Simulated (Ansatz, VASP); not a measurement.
**Two plane-wave programs on CsPbI2Br**

```
Cs Pb I Br
1.0
     6.37530    0.00000    0.00000
     0.00000    6.37530    0.00000
     0.00000    0.00000    5.96222
Cs Pb I Br
1 1 2 1
Direct
  0.50000 0.50000 0.50000
  0.00000 0.00000 0.00000
  0.00000 0.50000 0.00000
  0.50000 0.00000 0.00000
  0.00000 0.00000 0.50000
```

Alike in both runs: task single point; functional PBE; k mesh 4 × 4 × 6; occupations gaussian, width 0.05 eV; no spin polarisation.

|  | VASP | Ansatz |
| --- | --- | --- |
| version | VASP 6.6.1 | Ansatz 0.2.0 |
| potentials or method | VASP PAW PBE potentials, release 64 (Cs_sv, Pb_d, I, Br), cutoff 520 eV | scalar-relativistic, plane waves, PAW |
| valence electrons in the cell | 44 | 64 |

|  | VASP | Ansatz | Ansatz less VASP |
| --- | --- | --- | --- |
| gap on the k mesh at the Fermi level (eV) | 1.47 | 1.46 | -0.002 |
| least direct gap on the mesh (eV) | 1.47 | 1.46 | -0.002 |
| pressure (GPa) | 0.3 | 0.3 | +0.01 |
| traceless stress, the component that is largest in VASP (GPa) | -0.12 | -0.13 | -0.008 |

With one functional, cell and mesh, what is left measures potentials, basis and numerics. VASP's potentials hold 44 valence electrons a cell and Ansatz's 64, so a difference there can come from the potentials and not from the codes.

Neither program's run includes spin-orbit coupling.
